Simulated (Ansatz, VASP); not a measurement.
**One calculation of P, two programs**

```
P
1.0
     3.32252    0.00000    0.00000
     0.00000    4.16686    0.00000
     0.00000    0.00000   30.33671
P
4
Direct
  0.50000 0.92810 0.46426
  0.00000 0.57190 0.46426
  0.50000 0.07190 0.53574
  0.00000 0.42810 0.53574
```

Alike in both runs: task single point; functional PBE; dispersion D3(BJ); k mesh 6 × 4 × 1; occupations gaussian, width 0.1 eV; no spin polarisation.

```csv
,VASP,Ansatz
version,VASP 6.6.1,Ansatz 0.2.0
potentials or method,"VASP PAW PBE potentials, release 64 (P), cutoff 400 eV","scalar-relativistic, plane waves, PAW"
valence electrons in the cell,20,20
```

|  | VASP | Ansatz | Ansatz less VASP |
| --- | --- | --- | --- |
| gap on the k mesh at the Fermi level (eV) | 0.33 | 0.31 | -0.016 |
| least direct gap on the mesh (eV) | 0.33 | 0.31 | -0.016 |
| rms of the force components (eV/Å) | 0.127 | 0.101 | -0.0267 |

Atom by atom the forces differ by 0.031 eV/Å (rms over components).
